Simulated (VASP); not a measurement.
Input of a VASP 6.6.1 run:

File INCAR:

```
SYSTEM = Ru
PREC     = Accurate       ! precision mode
ENCUT    = 520            ! plane-wave cutoff, eV
EDIFF    = 1E-6           ! SCF threshold, eV
ISMEAR   = 1              ! smearing method
SIGMA    = 0.03           ! smearing width, eV
LREAL    = .False.        ! projectors in reciprocal space
LASPH    = .True.         ! aspherical terms in the spheres
NELM     = 60             ! most SCF steps
ALGO     = Normal         ! electronic algorithm
ISIF     = 2              ! what is computed and relaxed
LWAVE    = .False.        ! write WAVECAR
LCHARG   = .True.         ! write CHGCAR
LELF     = .True.         ! ELF
LVHAR    = .True.       
NBANDS   = 21             ! bands
```

Contents of KPOINTS:

```
regular mesh
0
Gamma
  13 13 8
  0 0 0
```

File POSCAR:

```
Ru
1.0
    2.6775346364      0.0000000000      0.0000000000
   -1.3387673182      2.3188130146      0.0000000000
    0.0000000000      0.0000000000      4.2181251212
Ru
2
Direct
    0.3333333333      0.6666666667      0.2500000000
    0.6666666667      0.3333333333      0.7500000000
```

Potentials or basis: VASP PAW LDA potentials, release 64 (Ru_pv).

Launch:

```bash
$ cat potpaw_LDA.64/Ru_pv/POTCAR > POTCAR
$ mpirun -np 1 vasp_std > vasp.out
```

Task: What does it give for the pressure?

Result: 0.7 GPa.

Task: Estimate the band gap on the k mesh.

Result: Zero (bands 14 and 15 overlap by 3.28 eV).

Stress tensor (GPa, compression positive):
```
0.95 0.00 0.00
0.00 0.95 0.00
0.00 0.00 0.34
```
